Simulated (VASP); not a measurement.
# Sb (Cmmm) in VASP: further runs

Runs on Sb. Level: PBEsol. Tasks: single point.

All numbers are computed with VASP 6.6.1; they aren't measurements. Logs are shortened: lines on timing, memory, paths and dates and some standing lists are left out, and cuts for length are marked.

## 1. The cell of the first run

The structure is orthorhombic, space group Cmmm (No. 65). Conventional cell: a = 4.380 Å, b = 4.558 Å, c = 3.160 Å, α = 90.00°, β = 90.00°, γ = 90.00°. Sb (site symmetry mmm) has 6 Sb at 3.16 Å within 4.2 Å.

## 2. Single point, PBEsol

INCAR

```
  ALGO = Normal
  EDIFF = 1E-6
  ENCUT = 500
  GGA = PS
  GGA_COMPAT = F
  ISIF = 2
  ISMEAR = -1
  LASPH = T
  LCHARG = F
  LREAL = F
  LWAVE = F
  NBANDS = 8
  NELM = 120
  PREC = Accurate
  SIGMA = 0.05
```

KPOINTS

```
k-points
0
Gamma
  8 8 8
```

POSCAR

```
Sb
1.0
    3.1600000000     -0.0632000000      0.0000000000
   -0.0632000000      3.1600000000      0.0000000000
    0.0000000000      0.0000000000      3.1600000000
Sb
1
Direct
    0.0000000000      0.0000000000      0.0000000000
```

Potentials or basis: VASP PAW PBE potentials, release 64 (Sb).

Command:

```sh
> cat potpaw_PBE.64/Sb/POTCAR > POTCAR
> mpirun -np 1 vasp_std > vasp.out
```

OUTCAR:

```text
EDIFF = 1E-6
   ENCUT = 500
   GGA = PS
   ISIF = 2
   ISMEAR = -1
   LASPH = T
   LREAL = F
   NELM = 120
   PREC = Accurate

 ion  position               nearest neighbor table
   1  0.000  0.000  0.000-

  LATTYP: Found a base centered orthorhombic cell.
 ALAT       =     4.3795365600
 B/A-ratio  =     1.0408163265
 C/A-ratio  =     0.7215375318

  Lattice vectors:

 A1 = (   3.1600000000,  -0.0632000000,   0.0000000000)
 A2 = (  -0.0632000000,   3.1600000000,   0.0000000000)
 A3 = (   0.0000000000,   0.0000000000,   3.1600000000)

Analysis of symmetry for initial positions (statically):
=====================================================================
 Subroutine PRICEL returns:
 Original cell was already a primitive cell.

 Routine SETGRP: Setting up the symmetry group for a
 base centered orthorhombic supercell.

 Subroutine GETGRP returns: Found  8 space group operations
 (whereof  8 operations were pure point group operations)
 out of a pool of  8 trial point group operations.

The static configuration has the point symmetry D_2h.

Analysis of symmetry for dynamics (positions and initial velocities):
=====================================================================
 Subroutine PRICEL returns:
 Original cell was already a primitive cell.

 Routine SETGRP: Setting up the symmetry group for a
 base centered orthorhombic supercell.

 Subroutine GETGRP returns: Found  8 space group operations
 (whereof  8 operations were pure point group operations)
 out of a pool of  8 trial point group operations.

The dynamic configuration has the point symmetry D_2h.

 Subroutine INISYM returns: Found  8 space group operations
 (whereof  8 operations are pure point group operations),
 and found     1 'primitive' translations

----------------------------------------------------------------------------------------

                                     Primitive cell

  volume of cell :      31.5419

  direct lattice vectors                    reciprocal lattice vectors
     3.160000000 -0.063200000  0.000000000     0.316582329  0.006331647  0.000000000
    -0.063200000  3.160000000  0.000000000     0.006331647  0.316582329  0.000000000
     0.000000000  0.000000000  3.160000000     0.000000000  0.000000000  0.316455696

[... 79 lines left out ...]
   ENCUT  =  500.0 eV  36.75 Ry    6.06 a.u.   5.76  5.76  5.76*2*pi/ulx,y,z
   NELM   =    120;   NELMIN=  2; NELMDL= -5     # of ELM steps
   EDIFF  = 0.1E-05   stopping-criterion for ELM
   LREAL  =      F    real-space projection
   EDIFFG = 0.1E-04   stopping-criterion for IOM
   NSW    =      0    number of steps for IOM
   IBRION =     -1    ionic relax: 0-MD 1-quasi-New 2-CG
   NFREE  =      0    steps in history (QN), initial steepest desc. (CG)
   ISIF   =      2    stress and relaxation
   ISYM   =      2    0-nonsym 1-usesym 2-fastsym
   POTIM  = 0.5000    time-step for ionic-motion
   TEBEG  =    0.0;   TEEND  =   0.0 temperature during run
   PSTRESS=    0.0 pullay stress
   NELECT =       5.0000    total number of electrons
   NUPDOWN=      -1.0000    fix difference up-down
   EMIN   =  10.00;   EMAX   =-10.00  energy-range for DOS
   EFERMI =   0.00;   METHOD = LEGACY
   ISMEAR =    -1;   SIGMA  =   0.05  broadening in eV -4-tet -1-fermi 0-gaus
   EFERMI_NEDOS =   21; number of points for ismear=-14 and -15
   IALGO  =     38    algorithm
   IMIX   =      4    mixing-type and parameters
     AMIX     =   0.40;   BMIX     =  1.00
     AMIX_MAG =   1.60;   BMIX_MAG =  1.00
  volume/ion in A,a.u.               =      31.54       212.86
  Fermi-wavevector in a.u.,A,eV,Ry     =   0.886004  1.674305 10.680615  0.785003
  Thomas-Fermi vector in A             =   2.007113
   LORBIT       =      0    0 simple, 1 ext, 2 COOP (PROOUT), +10 PAW based schemes
   GGA     = PS    functional components
   LHFCALC =     F    Hartree Fock is set to
   AEXX    =    0.0000 exact exchange contribution
   IVDW    =     0    specifies the selected vdW correction
   LEPSILON=     F    determine dielectric tensor
   LRPA    =     F    only Hartree local field effects (RPA)
 non-spin polarized calculation
  energy-cutoff  :      500.00
  volume of cell :       31.54
 maximum number of plane-waves:       820
   NGX = 11   NGY = 11   NGZ = 11

 number of electron       5.0000001 magnetization

 Free energy of the ion-electron system (eV)
  ---------------------------------------------------
  ext. energy  EPLUGINS =         0.00000000
  ---------------------------------------------------
  free energy    TOTEN  =        -4.47818874 eV

  energy without entropy =       -4.47277981  energy(sigma->0) =       -4.47548428

 E-fermi :   6.2550     XC(G=0):  -9.5240

 val. band max:        6.2130539519   @ k =  -0.3750   0.1250   0.2500
 cond. band min:       6.2626431996   @ k =   0.3750   0.1250   0.2500
 fundamental gap:      0.0495892478
 Fermi energy:         6.2550006612

 k-point     1 :       0.0000    0.0000    0.0000
  band No.  band energies     occupation
      1      -5.6824      2.00000
      2       9.3417      0.00000
      3       9.4183      0.00000
      4       9.5180      0.00000
      5      13.1964      0.00000
      6      13.2116      0.00000
      7      14.1029      0.00000
      8      23.5882      0.00000
[... 243 lines left out ...]
 k-point    24 :       0.2500    0.0000    0.1250
  band No.  band energies     occupation
      1      -4.6450      2.00000
      2       4.6589      2.00000
      3       8.1261      0.00000
      4      10.3778      0.00000
      5      14.3764      0.00000
      6      16.1900      0.00000
      7      17.6833      0.00000
      8      19.5765      0.00000

 [... further k-points ...]

------------------------ aborting loop because EDIFF is reached ----------------------------------------

  FORCE on cell =-STRESS in cart. coord.  units (eV):
  Direction    XX          YY          ZZ          XY          YZ          ZX
  --------------------------------------------------------------------------------------
  -------------------------------------------------------------------------------------
  Total       -0.9400775     -0.9400775     -0.8742752      0.0340496      0.0000000      0.0000000
  in kB      -47.7514708    -47.7514708    -44.4090259      1.7295587      0.0000000      0.0000000
  external PRESSURE =     -46.6373225 kB  Pullay stress =       0.0000000 kB

 VOLUME and BASIS-vectors are now :
 -----------------------------------------------------------------------------
  energy-cutoff  :      500.00
  volume of cell :       31.54
      direct lattice vectors                 reciprocal lattice vectors
     3.160000000 -0.063200000  0.000000000     0.316582329  0.006331647  0.000000000
    -0.063200000  3.160000000  0.000000000     0.006331647  0.316582329  0.000000000
     0.000000000  0.000000000  3.160000000     0.000000000  0.000000000  0.316455696

 POSITION                                       TOTAL-FORCE (eV/Angst)
 -----------------------------------------------------------------------------------
      0.00000      0.00000      0.00000         0.000000     -0.000000      0.000000
 -----------------------------------------------------------------------------------
    total drift:                               -0.000000      0.000000      0.000000

  FREE ENERGIE OF THE ION-ELECTRON SYSTEM (eV)
  ---------------------------------------------------
  free  energy   TOTEN  =        -4.4781887450 eV

  energy  without entropy=       -4.4727798056  energy(sigma->0) =       -4.47548428
```

OSZICAR:

```text
N       E                     dE             d eps       ncg     rms          rms(c)
DAV:   1     0.504881305051E+01    0.50488E+01   -0.15815E+03  1688   0.387E+02
DAV:   2    -0.436431373539E+01   -0.94131E+01   -0.90559E+01  2392   0.513E+01
DAV:   3    -0.447898194863E+01   -0.11467E+00   -0.11450E+00  1952   0.654E+00
DAV:   4    -0.447952497894E+01   -0.54303E-03   -0.54302E-03  2584   0.554E-01
DAV:   5    -0.447952682889E+01   -0.18500E-05   -0.18500E-05  2016   0.214E-02    0.166E+00
DAV:   6    -0.447872453871E+01    0.80229E-03   -0.81980E-04  2240   0.155E-01    0.971E-01
DAV:   7    -0.447818397026E+01    0.54057E-03   -0.18125E-03  1840   0.228E-01    0.615E-02
DAV:   8    -0.447818799334E+01   -0.40231E-05   -0.47338E-05  2224   0.457E-02    0.545E-03
DAV:   9    -0.447818874497E+01   -0.75164E-06   -0.81122E-07  2424   0.666E-03
   1 F= -.44781887E+01 E0= -.44754843E+01  d E =-.540894E-02
```

It took 9.7 s on 1 thread of Intel Xeon 8259CL, shared host; peak memory 0.15 GiB.

Results:

```
Free energy            : -4.4782 eV
Pressure               : -4.7 GPa
Band gap on the k mesh : zero (an odd number of electrons rules out a gap without spin polarisation)
```

Caveat: the cell stands under tension; the PAW data sets were made with another functional, which shifts forces and pressure a little; spin-orbit coupling is left out, which moves the levels of the heavy elements; an odd number of electrons without spin polarisation forces a metal; a magnetic or distorted state may lie lower.

## 3. Single point, PBEsol

INCAR

```
ALGO = Normal ; EDIFF = 1E-6
ENCUT = 500 ; GGA = PS
GGA_COMPAT = False ; ISIF = 2
ISMEAR = -1 ; LASPH = True
LCHARG = False ; LREAL = False
LWAVE = False ; NBANDS = 8
NELM = 120 ; PREC = Accurate
SIGMA = 0.05
```

KPOINTS is that of step 2.

POSCAR

```
Sb
1.0
    3.1600000000      0.0632000000      0.0000000000
    0.0632000000      3.1600000000      0.0000000000
    0.0000000000      0.0000000000      3.1600000000
Sb
1
Direct
    0.0000000000      0.0000000000      0.0000000000
```

Potentials or basis: VASP PAW PBE potentials, release 64 (Sb).

Command:

```sh
> cat potpaw_PBE.64/Sb/POTCAR > POTCAR
> mpirun -np 1 vasp_std > vasp.out
```

Run time: 10 s. Hardware: 1 thread of Intel Xeon 8259CL, shared host; peak memory 0.15 GiB.

It converged, with:

```yaml
Free_energy: -4.4782 eV
Pressure: -4.7 GPa
Band_gap_on_the_k_mesh: zero (an odd number of electrons rules out a gap without spin polarisation)
```

Stress tensor (GPa, compression positive):
```
-4.78 -0.17  0.00
-0.17 -4.78  0.00
 0.00  0.00 -4.44
```

Levels at points of the mesh, in eV from the Fermi level:
```
           k point  band 1  band 2  band 3  band 4  band 5
(0.00, 0.00, 0.00)  -11.94    3.09    3.16    3.26    6.94
(0.50, 0.00, 0.00)   -9.71   -5.17    4.95    5.00    8.91
(0.50, 0.50, 0.00)   -7.39   -3.46   -3.02    2.38    6.82
(0.00, 0.00, 0.50)   -9.71   -5.17    4.91    5.10    8.96
(0.50, 0.00, 0.50)   -7.38   -3.25   -3.24    2.37    6.78
(0.50, 0.50, 0.50)   -4.83   -1.66   -1.46   -1.23    4.70
```

Caveat: the cell stands under tension; the PAW data sets were made with another functional, which shifts forces and pressure a little; spin-orbit coupling is left out, which moves the levels of the heavy elements; an odd number of electrons without spin polarisation forces a metal; a magnetic or distorted state may lie lower.

The gap in the log of VASP goes by the Fermi energy; the results here count the filled bands.